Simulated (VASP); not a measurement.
ScAs2:

```xyz
3
Lattice="0.0000 3.1007 3.1007 3.1007 0.0000 3.1007 3.1007 3.1007 0.0000" Properties=species:S:1:pos:R:3 pbc="T T T"
Sc    0.0000    0.0000    0.0000
As    1.5504    1.5504    1.5504
As    4.6511    4.6511    4.6511
```

```yaml
Program: VASP 6.6.1
Task: relaxation of cell and atoms
Functional: PBE
Potentials_or_basis: VASP PAW PBE potentials, release 64 (Sc_sv, As)
Cutoff: 600 eV
k_mesh: 6 × 6 × 6
Occupations: gaussian, width 0.1 eV
Spin: no spin polarisation
```

At the start: pressure 11.5 GPa; volume 19.87 Å³/atom.

Q: Where does the relaxation end?

A: Over 3 steps the energy falls by 91.4 meV/atom and the volume is 22.69 Å³/atom (+14.2 %); space group Fm-3m (No. 225, to 0.1 Å) before and after.

The path:
```csv
step,energy change (eV),largest force (eV/Å),pressure (GPa),volume (Å³)
1,0.0000,0.0000,11.53,59.62
2,-0.2121,0.0000,-3.98,72.84
3,-0.2743,0.0000,0.02,68.08
```

Final structure:
```
Sc As
1.0
     0.00000    3.24095    3.24095
     3.24095    0.00000    3.24095
     3.24095    3.24095    0.00000
Sc As
1 2
Direct
  0.00000 0.00000 0.00000
  0.25000 0.25000 0.25000
  0.75000 0.75000 0.75000
```
